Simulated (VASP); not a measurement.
# Sn (Immm) in VASP: further runs, part 2 of 2

VASP 6.6.1. The steps go on from the part before.

## (3) Single point, PBEsol (strain +0.0175 x Voigt [1, -1, 0, 0, 0, 0])

The input, INCAR:

```
PREC = Accurate
ENCUT = 520
EDIFF = 1E-6
ISMEAR = 0
SIGMA = 0.15
LREAL = False
LASPH = True
NELM = 60
ALGO = Fast
ISIF = 2
LWAVE = False
LCHARG = True
GGA = PS
LELF = True
LVHAR = True
NBANDS = 13
```

The input, KPOINTS:

```
Automatic mesh
0
Gamma
  22 22 22
```

The input, POSCAR:

```
Sn
1.0
   -1.9051619345      1.8396281087      1.8723950216
    1.9051619345     -1.8396281087      1.8723950216
    1.9051619345      1.8396281087     -1.8723950216
Sn
1
Direct
    0.0000000000      0.0000000000      0.0000000000
```

Potentials or basis: VASP PAW PBE potentials, release 64 (Sn_d).

Launch:

```sh
> cat potpaw_PBE.64/Sn_d/POTCAR > POTCAR
> mpirun -np 1 vasp_std > vasp.out
```

OUTCAR:

```text
PREC = Accurate
   ENCUT = 520
   EDIFF = 1E-6
   ISMEAR = 0
   LREAL = False
   LASPH = True
   NELM = 60
   ISIF = 2
   GGA = PS

 ion  position               nearest neighbor table
   1  0.000  0.000  0.000-

  LATTYP: Found a body centered orthorhombic cell.
 ALAT       =     3.6792562174
 B/A-ratio  =     1.0178117048
 C/A-ratio  =     1.0356234097

  Lattice vectors:

 A1 = (  -1.9051619345,  -1.8396281087,  -1.8723950216)
 A2 = (  -1.9051619345,   1.8396281087,   1.8723950216)
 A3 = (   1.9051619345,   1.8396281087,  -1.8723950216)

Analysis of symmetry for initial positions (statically):
=====================================================================
 Subroutine PRICEL returns:
 Original cell was already a primitive cell.

 Routine SETGRP: Setting up the symmetry group for a
 body centered orthorhombic supercell.

 Subroutine GETGRP returns: Found  8 space group operations
 (whereof  8 operations were pure point group operations)
 out of a pool of  8 trial point group operations.

The static configuration has the point symmetry D_2h.

Analysis of symmetry for dynamics (positions and initial velocities):
=====================================================================
 Subroutine PRICEL returns:
 Original cell was already a primitive cell.

 Routine SETGRP: Setting up the symmetry group for a
 body centered orthorhombic supercell.

 Subroutine GETGRP returns: Found  8 space group operations
 (whereof  8 operations were pure point group operations)
 out of a pool of  8 trial point group operations.

The dynamic configuration has the point symmetry D_2h.

 Subroutine INISYM returns: Found  8 space group operations
 (whereof  8 operations are pure point group operations),
 and found     1 'primitive' translations

----------------------------------------------------------------------------------------

                                     Primitive cell

  volume of cell :      26.2494

  direct lattice vectors                    reciprocal lattice vectors
    -1.905161934  1.839628109  1.872395022     0.000000000  0.271794064  0.267037668
     1.905161934 -1.839628109  1.872395022     0.262444882  0.000000000  0.267037668
     1.905161934  1.839628109 -1.872395022     0.262444882  0.271794064  0.000000000

  length of vectors
     3.243414357  3.243414357  3.243414357     0.381026416  0.374414787  0.377821823

  position of ions in fractional coordinates (direct lattice)
     0.000000000  0.000000000  0.000000000

  ion indices of the primitive-cell ions
   primitive index   ion index
                 1           1

----------------------------------------------------------------------------------------

 KPOINTS: Automatic mesh

Automatic generation of k-mesh.
 Grid dimensions read from file:
 generate k-points for:   22   22   22

 Generating k-lattice:

  Cartesian coordinates                     Fractional coordinates (reciprocal lattice)
     0.000000000  0.012354276  0.012138076     0.045454545  0.000000000  0.000000000
     0.011929313  0.000000000  0.012138076     0.000000000  0.045454545  0.000000000
     0.011929313  0.012354276  0.000000000     0.000000000  0.000000000  0.045454545

  Length of vectors
     0.017319383  0.017018854  0.017173719

  Shift w.r.t. Gamma in fractional coordinates (k-lattice)
     0.000000000  0.000000000  0.000000000

 Subroutine IBZKPT returns following result:
 ===========================================

 Found   1530 irreducible k-points:

 Following reciprocal coordinates:
            Coordinates               Weight
  0.000000  0.000000  0.000000      1.000000
  0.045455 -0.000000  0.000000      4.000000
  0.090909 -0.000000  0.000000      4.000000
  0.136364  0.000000 -0.000000      4.000000
  0.181818  0.000000  0.000000      4.000000
  0.227273 -0.000000  0.000000      4.000000
[... 16 lines left out ...]
  0.454545  0.045455  0.000000      8.000000
  0.500000  0.045455 -0.000000      8.000000
 [... further k-points ...]
   k-points           NKPTS =   1530   k-points in BZ     NKDIM =   1530   number of bands    NBANDS=     13
   number of dos      NEDOS =    301   number of ions     NIONS =      1
   total plane-waves  NPLWV =  13824
   dimension x,y,z NGX =    24 NGY =   24 NGZ =   24
   dimension x,y,z NGXF=    48 NGYF=   48 NGZF=   48
   ions per type =               1
   NGX,Y,Z   is equivalent  to a cutoff of  12.30, 12.30, 12.30 a.u.
   NGXF,Y,Z  is equivalent  to a cutoff of  24.60, 24.60, 24.60 a.u.
 SYSTEM =  unknown system
   PREC   = accura    normal or accurate (medium, high low for compatibility)
   ISTART =      0    job   : 0-new  1-cont  2-samecut
   ICHARG =      2    charge: 1-file 2-atom 10-const
   ISPIN  =      1    spin polarized calculation?
   LNONCOLLINEAR =      F non collinear calculations
   LSORBIT =      F    spin-orbit coupling
   LASPH  =      T    aspherical Exc in radial PAW
   ENCUT  =  520.0 eV  38.22 Ry    6.18 a.u.   6.03  6.03  6.03*2*pi/ulx,y,z
   NELM   =     60;   NELMIN=  2; NELMDL= -5     # of ELM steps
   EDIFF  = 0.1E-05   stopping-criterion for ELM
   LREAL  =      F    real-space projection
   EDIFFG = 0.1E-04   stopping-criterion for IOM
   NSW    =      0    number of steps for IOM
   IBRION =     -1    ionic relax: 0-MD 1-quasi-New 2-CG
   NFREE  =      0    steps in history (QN), initial steepest desc. (CG)
   ISIF   =      2    stress and relaxation
   ISYM   =      2    0-nonsym 1-usesym 2-fastsym
   POTIM  = 0.5000    time-step for ionic-motion
   TEBEG  =    0.0;   TEEND  =   0.0 temperature during run
   PSTRESS=    0.0 pullay stress
   NELECT =      14.0000    total number of electrons
   NUPDOWN=      -1.0000    fix difference up-down
   EMIN   =  10.00;   EMAX   =-10.00  energy-range for DOS
   EFERMI =   0.00;   METHOD = LEGACY
   ISMEAR =     0;   SIGMA  =   0.15  broadening in eV -4-tet -1-fermi 0-gaus
   EFERMI_NEDOS =   21; number of points for ismear=-14 and -15
   IALGO  =     68    algorithm
   IMIX   =      4    mixing-type and parameters
     AMIX     =   0.40;   BMIX     =  1.00
     AMIX_MAG =   1.60;   BMIX_MAG =  1.00
  volume/ion in A,a.u.               =      26.25       177.14
  Fermi-wavevector in a.u.,A,eV,Ry     =   1.327632  2.508861 23.981720  1.762607
  Thomas-Fermi vector in A             =   2.456930
   LORBIT       =      0    0 simple, 1 ext, 2 COOP (PROOUT), +10 PAW based schemes
   GGA     = PS    functional components
   LHFCALC =     F    Hartree Fock is set to
   AEXX    =    0.0000 exact exchange contribution
   IVDW    =     0    specifies the selected vdW correction
   LEPSILON=     F    determine dielectric tensor
   LRPA    =     F    only Hartree local field effects (RPA)
 non-spin polarized calculation
 RMM-DIIS sequential band-by-band and
 Gauss-broadening in eV      SIGMA  =   0.15
  energy-cutoff  :      520.00
  volume of cell :       26.25
 maximum number of plane-waves:       727
   NGX = 13   NGY = 13   NGZ = 13

 number of electron      13.9999993 magnetization

 Free energy of the ion-electron system (eV)
  ---------------------------------------------------
  ext. energy  EPLUGINS =         0.00000000
  ---------------------------------------------------
  free energy    TOTEN  =        -4.23350127 eV

  energy without entropy =       -4.22706440  energy(sigma->0) =       -4.23028283

 E-fermi :   8.3482     XC(G=0): -10.6705

 val. band max:        8.3474290088   @ k =   0.5000  -0.3182   0.3182
 cond. band min:       8.3484061995   @ k =  -0.4091   0.1818   0.0455
 fundamental gap:      0.0009771907
 Fermi energy:         8.3482111681

 k-point     1 :       0.0000    0.0000    0.0000
  band No.  band energies     occupation
      1     -13.1201      2.00000
      2     -13.1142      2.00000
      3     -13.1089      2.00000
      4     -12.9683      2.00000
      5     -12.9520      2.00000
      6      -3.0019      2.00000
      7      16.5199      0.00000
      8      16.6015      0.00000
      9      16.7495      0.00000
     10      20.3368      0.00000
     11      20.5857      0.00000
     12      20.8022      0.00000
     13      21.0143      0.00000
[... 353 lines left out ...]
 k-point    24 :       0.5000    0.0455   -0.0000
  band No.  band energies     occupation
      1     -13.1700      2.00000
      2     -13.1002      2.00000
      3     -12.9663      2.00000
      4     -12.9589      2.00000
      5     -12.8662      2.00000
      6       1.9108      2.00000
      7       3.9885      2.00000
      8      11.6177      0.00000
      9      13.3374      0.00000
     10      16.4165      0.00000
     11      16.9519      0.00000
     12      23.6296      0.00000
     13      24.9392      0.00000

 [... further k-points ...]

------------------------ aborting loop because EDIFF is reached ----------------------------------------

  FORCE on cell =-STRESS in cart. coord.  units (eV):
  Direction    XX          YY          ZZ          XY          YZ          ZX
  --------------------------------------------------------------------------------------
  -------------------------------------------------------------------------------------
  Total       -0.0229690     -0.0919796     -0.0292579      0.0000000     -0.0000000      0.0000000
  in kB       -1.4019539     -5.6141348     -1.7858040      0.0000000     -0.0000000      0.0000000
  external PRESSURE =      -2.9339642 kB  Pullay stress =       0.0000000 kB

 VOLUME and BASIS-vectors are now :
 -----------------------------------------------------------------------------
  energy-cutoff  :      520.00
  volume of cell :       26.25
      direct lattice vectors                 reciprocal lattice vectors
    -1.905161934  1.839628109  1.872395022     0.000000000  0.271794064  0.267037668
     1.905161934 -1.839628109  1.872395022     0.262444882  0.000000000  0.267037668
     1.905161934  1.839628109 -1.872395022     0.262444882  0.271794064  0.000000000

 POSITION                                       TOTAL-FORCE (eV/Angst)
 -----------------------------------------------------------------------------------
      0.00000      0.00000      0.00000         0.000000      0.000000      0.000000
 -----------------------------------------------------------------------------------
    total drift:                               -0.000000      0.000000      0.000000

  FREE ENERGIE OF THE ION-ELECTRON SYSTEM (eV)
  ---------------------------------------------------
  free  energy   TOTEN  =        -4.2335012672 eV

  energy  without entropy=       -4.2270644004  energy(sigma->0) =       -4.23028283
```

OSZICAR:

```text
N       E                     dE             d eps       ncg     rms          rms(c)
DAV:   1     0.802035834262E+02    0.80204E+02   -0.71567E+03 40897   0.162E+03
DAV:   2     0.126515068020E+01   -0.78938E+02   -0.76437E+02 42455   0.339E+02
DAV:   3    -0.414423617373E+01   -0.54094E+01   -0.53878E+01 47557   0.724E+01
DAV:   4    -0.425225941027E+01   -0.10802E+00   -0.10800E+00 46654   0.109E+01
DAV:   5    -0.425591120782E+01   -0.36518E-02   -0.36517E-02 51065   0.196E+00    0.144E+00
RMM:   6    -0.423882484194E+01    0.17086E-01   -0.15578E-02 50437   0.167E+00    0.805E-01
RMM:   7    -0.423371309540E+01    0.51117E-02   -0.10679E-02 49702   0.124E+00    0.124E-01
RMM:   8    -0.423346605099E+01    0.24704E-03   -0.94937E-04 55869   0.432E-01    0.307E-02
RMM:   9    -0.423349806451E+01   -0.32014E-04   -0.33587E-04 62405   0.168E-01    0.264E-02
RMM:  10    -0.423350017908E+01   -0.21146E-05   -0.46407E-05 52949   0.996E-02    0.107E-02
RMM:  11    -0.423350086040E+01   -0.68132E-06   -0.23755E-05 60687   0.517E-02    0.501E-03
RMM:  12    -0.423350126720E+01   -0.40679E-06   -0.47749E-06 42001   0.215E-02
   1 F= -.42335013E+01 E0= -.42302828E+01  d E =-.643687E-02
```

stdout:

```text
POSCAR found type information on POSCAR Sn
 POSCAR found :  1 types and       1 ions
 scaLAPACK will be used
 -----------------------------------------------------------------------------
|                                                                             |
|                                                                             |
|     You enforced a specific xc type in the INCAR file but a different       |
|     I HOPE YOU KNOW WHAT YOU ARE DOING!                                     |
|                                                                             |
 -----------------------------------------------------------------------------

 LDA part: xc-table for (Slater+PW92), standard interpolation
 POSCAR, INCAR and KPOINTS ok, starting setup
 FFT: planning ... GRIDC
 FFT: planning ... GRID_SOFT
 FFT: planning ... GRID
 WAVECAR not read
 entering main loop
WARNING in EDDRMM: call to ZHEGV failed, returncode =   6  3     12
WARNING in EDDRMM: call to ZHEGV failed, returncode =   6  3     10
WARNING in EDDRMM: call to ZHEGV failed, returncode =   6  3      9
WARNING in EDDRMM: call to ZHEGV failed, returncode =   6  3     13
WARNING in EDDRMM: call to ZHEGV failed, returncode =   8  4     12
WARNING in EDDRMM: call to ZHEGV failed, returncode =   8  4     13
WARNING in EDDRMM: call to ZHEGV failed, returncode =   8  4     12
WARNING in EDDRMM: call to ZHEGV failed, returncode =   6  3     11
WARNING in EDDRMM: call to ZHEGV failed, returncode =   6  3     10
WARNING in EDDRMM: call to ZHEGV failed, returncode =   6  3     12
WARNING in EDDRMM: call to ZHEGV failed, returncode =   8  4     13
```

Run time: 3.6 min. Hardware: 1 thread of Intel Xeon Platinum 8259CL at 2.50GHz (Skylake/Cascade Lake), shared host; peak memory 0.55 GiB.

What came out:

| Property | Result |
| --- | --- |
| Free energy | -4.2335 eV |
| Pressure | -0.3 GPa |
| Band gap on the k mesh | zero (bands 7 and 8 overlap by 10.69 eV) |

Levels at points of the mesh, in eV from the Fermi level:
| k point | band 4 | band 5 | band 6 | band 7 | band 8 | band 9 | band 10 | band 11 |
| --- | --- | --- | --- | --- | --- | --- | --- | --- |
| (0.00, 0.00, 0.00) | -21.32 | -21.30 | -11.35 | 8.17 | 8.25 | 8.40 | 11.99 | 12.24 |
| (0.50, 0.00, 0.00) | -21.31 | -21.21 | -6.34 | -4.55 | 3.51 | 5.25 | 7.90 | 8.11 |
| (0.00, 0.50, 0.00) | -21.31 | -21.22 | -6.57 | -4.65 | 3.96 | 5.87 | 8.45 | 8.70 |
| (0.50, 0.50, 0.00) | -21.31 | -21.21 | -6.45 | -4.60 | 3.73 | 5.55 | 8.17 | 8.40 |
| (0.50, 0.50, 0.50) | -21.24 | -21.23 | -2.31 | -0.84 | -0.51 | -0.17 | 3.71 | 4.00 |

Caveat: the cell differs from its parent crystal (strain +0.0175 x Voigt [1, -1, 0, 0, 0, 0]); the PAW data sets were made with another functional, which shifts forces and pressure a little; spin-orbit coupling is left out, which moves the levels of the heavy elements.

## (4) Single point, PBEsol (strain +0.0125 x Voigt [1, -1, 0, 0, 0, 0])

The input, INCAR:

```
PREC     = Accurate       # precision mode
ENCUT    = 520            # plane-wave cutoff, eV
EDIFF    = 1E-6           # SCF threshold, eV
ISMEAR   = 0              # smearing method
SIGMA    = 0.15           # smearing width, eV
LREAL    = F              # projectors in reciprocal space
LASPH    = T              # aspherical terms in the spheres
NELM     = 60             # most SCF steps
ALGO     = Fast           # electronic algorithm
ISIF     = 2              # what is computed and relaxed
LWAVE    = F              # write WAVECAR
LCHARG   = F              # write CHGCAR
GGA      = PS             # functional
NBANDS   = 13             # bands
```

The input, KPOINTS:

```
regular mesh
0
Gamma
  22 22 22
```

The input, POSCAR:

```
Sn
1.0
   -1.8957999594      1.8489900838      1.8723950216
    1.8957999594     -1.8489900838      1.8723950216
    1.8957999594      1.8489900838     -1.8723950216
Sn
1
Direct
    0.0000000000      0.0000000000      0.0000000000
```

Launch:

```sh
> cat potpaw_PBE.64/Sn_d/POTCAR > POTCAR
> mpirun -np 1 vasp_std > vasp.out
```

It took 3.7 min on 1 thread of Intel Xeon Platinum 8259CL at 2.50GHz (Skylake/Cascade Lake), shared host; peak memory 0.54 GiB.

Results (log left out):

```yaml
Free_energy: -4.2332 eV
Pressure: -0.3 GPa
Band_gap_on_the_k_mesh: zero (bands 7 and 8 overlap by 10.72 eV)
```

Stress tensor (GPa, compression positive):
```
-0.25  0.00  0.00
 0.00 -0.45  0.00
 0.00  0.00 -0.27
```

Levels at points of the mesh, in eV from the Fermi level:
```tsv
k point	band 3	band 4	band 5	band 6	band 7	band 8	band 9	band 10	band 11	band 12
(0.00, 0.00, 0.00)	-21.46	-21.31	-21.30	-11.35	8.20	8.27	8.37	12.05	12.22	12.38
(0.50, 0.00, 0.00)	-21.31	-21.31	-21.21	-6.37	-4.56	3.57	5.34	7.97	8.19	15.58
(0.00, 0.50, 0.00)	-21.32	-21.31	-21.22	-6.54	-4.63	3.89	5.78	8.36	8.61	14.89
(0.50, 0.50, 0.00)	-21.32	-21.31	-21.21	-6.45	-4.60	3.73	5.56	8.17	8.40	15.10
(0.50, 0.50, 0.50)	-21.24	-21.24	-21.23	-2.30	-0.75	-0.51	-0.27	3.74	3.95	18.43
```

Caveat: the cell differs from its parent crystal (strain +0.0125 x Voigt [1, -1, 0, 0, 0, 0]); the PAW data sets were made with another functional, which shifts forces and pressure a little; spin-orbit coupling is left out, which moves the levels of the heavy elements.

## (5) The runs side by side

```tsv
cell	gap on the mesh (eV)	pressure (GPa)
a = 3.243 Å, angles 109.1, 109.9, 109.5°, 1 atom	none	-0.3
a = 3.243 Å, angles 108.1, 110.9, 109.5°, 1 atom	none	-0.3
a = 3.243 Å, angles 108.5, 110.5, 109.5°, 1 atom	none	-0.3
```

Alike in all rows: task single point; level PBEsol; potentials or basis VASP PAW PBE potentials, release 64 (Sn_d); no spin polarisation; k mesh 22 × 22 × 22; cutoff (eV) 520; smearing gaussian 0.15 eV.

Caveats: the PAW data sets were made with another functional, which shifts forces and pressure a little; spin-orbit coupling is left out, which moves the levels of the heavy elements.

Absolute energies hang on the potentials; compare differences alone.
